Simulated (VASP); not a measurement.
# Pt2Rh (Cmcm) in VASP: single point with PBEsol

Aim: the single point of Pt2Rh with PBEsol.

Everything below comes from runs of VASP 6.6.1. Logs are shortened: lines on timing, memory, paths and dates and some standing lists are left out, and cuts for length are marked.

## Step 1: The cell of the first run

It takes space group Cmcm (No. 63, orthorhombic). The conventional cell has a = 8.136 Å, b = 4.684 Å, c = 4.598 Å, α = 90.00°, β = 90.00°, γ = 90.00°. Within 3.5 Å of Rh (site symmetry m2m) lie 10 Pt at 2.69 to 2.77 Å and 2 Rh at 2.77 Å. Within 3.5 Å of Pt (site symmetry m) lie 5 Rh at 2.69 to 2.77 Å and 7 Pt at 2.69 to 2.79 Å.

## Step 2: Single point, PBEsol

INCAR

```
SYSTEM = Pt2Rh
  PREC = Accurate
  ENCUT = 520
  EDIFF = 1E-7
  ISMEAR = 1
  SIGMA = 0.05
  LREAL = .FALSE.
  LASPH = .TRUE.
  NELM = 100
  ALGO = Normal
  ISIF = 2
  LWAVE = .FALSE.
  LCHARG = .FALSE.
  GGA = PS
  ISYM = 0
  NBANDS = 44
```

KPOINTS

```
Automatic mesh
0
G
  4 4 5
  0 0 0
```

POSCAR

```
Pt2Rh
1.0
    4.5325108129     -1.2202666743     -0.0000084806
   -1.2202666743      4.5325035383      0.0000197709
   -0.0000059307      0.0000138264      4.5981920425
Rh Pt
2 4
Direct
   -0.0840806723     -0.0833464264      0.0008671145
    0.5843956203      0.5851283994      0.5008633817
    0.2540210593      0.5854801044      0.0008646749
    0.2462932883      0.9163013394      0.5008639172
    0.5847484471      0.2547570965      0.0008666441
    0.9155662211      0.2470244763      0.5008657276
```

Potentials or basis: VASP PAW PBE potentials, release 64 (Rh_pv, Pt).

On the command line:

```
$ cat potpaw_PBE.64/Rh_pv/POTCAR potpaw_PBE.64/Pt/POTCAR > POTCAR
$ mpirun -np 1 vasp_std > vasp.out
```

OUTCAR:

```text
SYSTEM = Pt2Rh
   PREC = Accurate
   ENCUT = 520
   EDIFF = 1E-7
   ISMEAR = 1
   LREAL = .FALSE.
   LASPH = .TRUE.
   NELM = 100
   ISIF = 2
   GGA = PS
   ISYM = 0

 ion  position               nearest neighbor table
   1  0.916  0.917  0.001-   5 2.69   3 2.69   3 2.72   5 2.72   5 2.72   3 2.72   4 2.77   6 2.77
                             6 2.77   4 2.77   2 2.77   2 2.77
   2  0.584  0.585  0.501-   6 2.69   4 2.69   4 2.72   6 2.72   6 2.72   4 2.72   5 2.77   3 2.77
                             5 2.77   3 2.77   1 2.77   1 2.77
   3  0.254  0.585  0.001-   1 2.69   5 2.69   1 2.72   5 2.72   5 2.72   1 2.72   2 2.77   2 2.77
                             4 2.78   4 2.78   6 2.79   6 2.79
   4  0.246  0.916  0.501-   2 2.69   6 2.69   2 2.72   6 2.72   6 2.72   2 2.72   1 2.77   1 2.77
                             3 2.78   3 2.78   5 2.79   5 2.79
   5  0.585  0.255  0.001-   1 2.69   3 2.69   1 2.72   3 2.72   3 2.72   1 2.72   2 2.77   2 2.77
                             6 2.78   6 2.78   4 2.79   4 2.79
   6  0.916  0.247  0.501-   2 2.69   4 2.69   2 2.72   4 2.72   4 2.72   2 2.72   1 2.77   1 2.77
                             5 2.78   5 2.78   3 2.79   3 2.79

IMPORTANT INFORMATION: All symmetrisations will be switched off!
NOSYMM: (Re-)initialisation of all symmetry stuff for point group C_1.

----------------------------------------------------------------------------------------

                                     Primitive cell

  volume of cell :      87.6166

  direct lattice vectors                    reciprocal lattice vectors
     4.532510813 -1.220266674 -0.000008481     0.237869624  0.064040629  0.000000114
    -1.220266674  4.532503538  0.000019771     0.064040629  0.237870006 -0.000000633
    -0.000005931  0.000013826  4.598192043     0.000000163 -0.000000905  0.217476780

  length of vectors
     4.693900833  4.693893808  4.598192043     0.246339522  0.246339891  0.217476780

  position of ions in fractional coordinates (direct lattice)
     0.915919328  0.916653574  0.000867114
     0.584395620  0.585128399  0.500863382
     0.254021059  0.585480104  0.000864675
     0.246293288  0.916301339  0.500863917
     0.584748447  0.254757097  0.000866644
     0.915566221  0.247024476  0.500865728

  ion indices of the primitive-cell ions
   primitive index   ion index
                 1           1
                 2           2
                 3           3
                 4           4
                 5           5
                 6           6

----------------------------------------------------------------------------------------

 KPOINTS: Automatic mesh

Automatic generation of k-mesh.
 Grid dimensions read from file:
 generate k-points for:    4    4    5

 Generating k-lattice:

  Cartesian coordinates                     Fractional coordinates (reciprocal lattice)
     0.059467406  0.016010157  0.000000029     0.250000000 -0.000000000 -0.000000000
     0.016010157  0.059467502 -0.000000158    -0.000000000  0.250000000  0.000000000
     0.000000033 -0.000000181  0.043495356    -0.000000000  0.000000000  0.200000000

  Length of vectors
     0.061584881  0.061584973  0.043495356

  Shift w.r.t. Gamma in fractional coordinates (k-lattice)
     0.000000000  0.000000000  0.000000000

 Subroutine IBZKPT returns following result:
 ===========================================

 Found     42 irreducible k-points:

 Following reciprocal coordinates:
            Coordinates               Weight
  0.000000  0.000000  0.000000      1.000000
  0.250000 -0.000000 -0.000000      2.000000
 -0.000000  0.250000 -0.000000      2.000000
  0.500000 -0.000000 -0.000000      1.000000
 -0.000000  0.500000 -0.000000      1.000000
  0.250000  0.250000 -0.000000      2.000000
[... 16 lines left out ...]
 -0.250000  0.500000 -0.200000      2.000000
 -0.250000  0.250000  0.200000      2.000000
 [... further k-points ...]
   k-points           NKPTS =     42   k-points in BZ     NKDIM =     42   number of bands    NBANDS=     44
   number of dos      NEDOS =    301   number of ions     NIONS =      6
   total plane-waves  NPLWV =  46656
   dimension x,y,z NGX =    36 NGY =   36 NGZ =   36
   dimension x,y,z NGXF=    72 NGYF=   72 NGZF=   72
   ions per type =               2   4
   NGX,Y,Z   is equivalent  to a cutoff of  12.75, 12.75, 13.02 a.u.
   NGXF,Y,Z  is equivalent  to a cutoff of  25.50, 25.50, 26.03 a.u.
 SYSTEM =  Pt2Rh
   PREC   = accura    normal or accurate (medium, high low for compatibility)
   ISTART =      0    job   : 0-new  1-cont  2-samecut
   ICHARG =      2    charge: 1-file 2-atom 10-const
   ISPIN  =      1    spin polarized calculation?
   LNONCOLLINEAR =      F non collinear calculations
   LSORBIT =      F    spin-orbit coupling
   LASPH  =      T    aspherical Exc in radial PAW
   ENCUT  =  520.0 eV  38.22 Ry    6.18 a.u.   8.73  8.73  8.55*2*pi/ulx,y,z
   NELM   =    100;   NELMIN=  2; NELMDL= -5     # of ELM steps
   EDIFF  = 0.1E-06   stopping-criterion for ELM
   LREAL  =      F    real-space projection
   EDIFFG = 0.1E-05   stopping-criterion for IOM
   NSW    =      0    number of steps for IOM
   IBRION =     -1    ionic relax: 0-MD 1-quasi-New 2-CG
   NFREE  =      0    steps in history (QN), initial steepest desc. (CG)
   ISIF   =      2    stress and relaxation
   ISYM   =      0    0-nonsym 1-usesym 2-fastsym
   POTIM  = 0.5000    time-step for ionic-motion
   TEBEG  =    0.0;   TEEND  =   0.0 temperature during run
   PSTRESS=    0.0 pullay stress
   NELECT =      70.0000    total number of electrons
   NUPDOWN=      -1.0000    fix difference up-down
   EMIN   =  10.00;   EMAX   =-10.00  energy-range for DOS
   EFERMI =   0.00;   METHOD = LEGACY
   ISMEAR =     1;   SIGMA  =   0.05  broadening in eV -4-tet -1-fermi 0-gaus
   EFERMI_NEDOS =   21; number of points for ismear=-14 and -15
   IALGO  =     38    algorithm
   IMIX   =      4    mixing-type and parameters
     AMIX     =   0.40;   BMIX     =  1.00
     AMIX_MAG =   1.60;   BMIX_MAG =  1.00
  volume/ion in A,a.u.               =      14.60        98.54
  Fermi-wavevector in a.u.,A,eV,Ry     =   1.519073  2.870632 31.396586  2.307584
  Thomas-Fermi vector in A             =   2.628108
   LORBIT       =      0    0 simple, 1 ext, 2 COOP (PROOUT), +10 PAW based schemes
   GGA     = PS    functional components
   LHFCALC =     F    Hartree Fock is set to
   AEXX    =    0.0000 exact exchange contribution
   IVDW    =     0    specifies the selected vdW correction
   LEPSILON=     F    determine dielectric tensor
   LRPA    =     F    only Hartree local field effects (RPA)
 non-spin polarized calculation
 Methfessel and Paxton  Order N= 1 SIGMA  =   0.05
  energy-cutoff  :      520.00
  volume of cell :       87.62
 maximum number of plane-waves:      2383
 NGX is ok and might be reduce to    36
   NGX = 17   NGY = 17   NGZ = 17

 number of electron      70.0000003 magnetization

 Free energy of the ion-electron system (eV)
  ---------------------------------------------------
  ext. energy  EPLUGINS =         0.00000000
  ---------------------------------------------------
  free energy    TOTEN  =       -43.85217158 eV

  energy without entropy =      -43.84881062  energy(sigma->0) =      -43.85105126

 E-fermi :  11.3807     XC(G=0): -13.8233

 val. band max:       11.3784008252   @ k =   0.2500   0.2500   0.2000
 cond. band min:      11.3812015227   @ k =   0.2500   0.5000  -0.2000
 fundamental gap:      0.0028006975
 Fermi energy:        11.3807146830

 k-point     1 :       0.0000    0.0000    0.0000
  band No.  band energies     occupation
      1     -35.1971      2.00000
      2     -35.1350      2.00000
      3     -35.1252      2.00000
      4     -35.1248      2.00000
      5     -35.0974      2.00000
      6     -34.9485      2.00000
[... 36 lines left out ...]
     43      17.4470      0.00000
     44      17.5958      0.00000

 k-point     2 :       0.2500   -0.0000   -0.0000
  band No.  band energies     occupation
      1     -35.1961      2.00000
      2     -35.1344      2.00000
      3     -35.1273      2.00000
      4     -35.1246      2.00000
      5     -35.0973      2.00000
      6     -34.9491      2.00000
[... 36 lines left out ...]
     43      18.7172      0.00000
     44      19.7181      0.00000

 k-point     3 :      -0.0000    0.2500   -0.0000
  band No.  band energies     occupation
      1     -35.1961      2.00000
      2     -35.1344      2.00000
      3     -35.1273      2.00000
      4     -35.1246      2.00000
      5     -35.0973      2.00000
      6     -34.9491      2.00000
[... 36 lines left out ...]
     43      18.7172      0.00000
     44      19.7181      0.00000

 k-point     4 :       0.5000   -0.0000   -0.0000
  band No.  band energies     occupation
      1     -35.1951      2.00000
      2     -35.1339      2.00000
      3     -35.1295      2.00000
      4     -35.1243      2.00000
      5     -35.0972      2.00000
      6     -34.9498      2.00000
[... 882 lines left out ...]
     43      19.3757      0.00000
     44      19.5374      0.00000

 k-point    23 :      -0.2500    0.5000   -0.2000
  band No.  band energies     occupation
      1     -35.1969      2.00000
      2     -35.1684      2.00000
      3     -35.1231      2.00000
      4     -35.1000      2.00000
      5     -35.0821      2.00000
      6     -34.9591      2.00000
[... 36 lines left out ...]
     43      19.3757      0.00000
     44      19.5375      0.00000

 k-point    24 :      -0.2500    0.2500    0.2000
  band No.  band energies     occupation
      1     -35.1973      2.00000
      2     -35.1669      2.00000
      3     -35.1232      2.00000
      4     -35.1002      2.00000
      5     -35.0824      2.00000
      6     -34.9589      2.00000
[... 36 lines left out ...]
     43      18.8140      0.00000
     44      19.6349      0.00000

 [... further k-points ...]

------------------------ aborting loop because EDIFF is reached ----------------------------------------

  FORCE on cell =-STRESS in cart. coord.  units (eV):
  Direction    XX          YY          ZZ          XY          YZ          ZX
  --------------------------------------------------------------------------------------
  -------------------------------------------------------------------------------------
  Total       -0.1120266     -0.1117553     -0.1975424      0.0017467     -0.0001431      0.0000530
  in kB       -2.0485452     -2.0435841     -3.6123072      0.0319408     -0.0026169      0.0009694
  external PRESSURE =      -2.5681455 kB  Pullay stress =       0.0000000 kB

 VOLUME and BASIS-vectors are now :
 -----------------------------------------------------------------------------
  energy-cutoff  :      520.00
  volume of cell :       87.62
      direct lattice vectors                 reciprocal lattice vectors
     4.532510813 -1.220266674 -0.000008481     0.237869624  0.064040629  0.000000114
    -1.220266674  4.532503538  0.000019771     0.064040629  0.237870006 -0.000000633
    -0.000005931  0.000013826  4.598192043     0.000000163 -0.000000905  0.217476780

 POSITION                                       TOTAL-FORCE (eV/Angst)
 -----------------------------------------------------------------------------------
      3.03285      3.03707      0.00400         0.004773      0.004760     -0.000144
      1.93476      1.93898      2.30307        -0.004798     -0.004781      0.000053
      0.43691      2.34372      0.00399        -0.002571     -0.002332     -0.000018
     -0.00181      3.85260      2.30308         0.002587      0.002331      0.000132
      2.33951      0.44114      0.00399        -0.002387     -0.002668     -0.000092
      3.84838      0.00241      2.30307         0.002396      0.002689      0.000068
 -----------------------------------------------------------------------------------
    total drift:                               -0.000038     -0.000008     -0.000107

  FREE ENERGIE OF THE ION-ELECTRON SYSTEM (eV)
  ---------------------------------------------------
  free  energy   TOTEN  =       -43.8521715846 eV

  energy  without entropy=      -43.8488106230  energy(sigma->0) =      -43.85105126
```

Wall time 75 s (1 thread of Intel Xeon 6975P-C (Granite Rapids), shared host); peak memory 0.28 GiB.

What came out:

```yaml
Free_energy: -43.8522 eV
Pressure: -0.3 GPa
Largest_force: 0.007 eV/Å
Band_gap_on_the_k_mesh: zero (band 35 reaches 11.48 eV, above the bottom of band 36 at 10.97 eV)
```

Forces in eV/Å, atoms in the order of the input:
```
Rh   0.005  0.005  0.000
Rh  -0.005 -0.005  0.000
Pt  -0.003 -0.002  0.000
Pt   0.003  0.002  0.000
Pt  -0.002 -0.003  0.000
Pt   0.002  0.003  0.000
```

Stress tensor (GPa, compression positive):
```
-0.20  0.00  0.00
 0.00 -0.20  0.00
 0.00  0.00 -0.36
```

Caveat: the k points lie up to 0.39 Å⁻¹ apart; the PAW data sets were made with another functional, which shifts forces and pressure a little; spin-orbit coupling is left out, which moves the levels of the heavy elements.
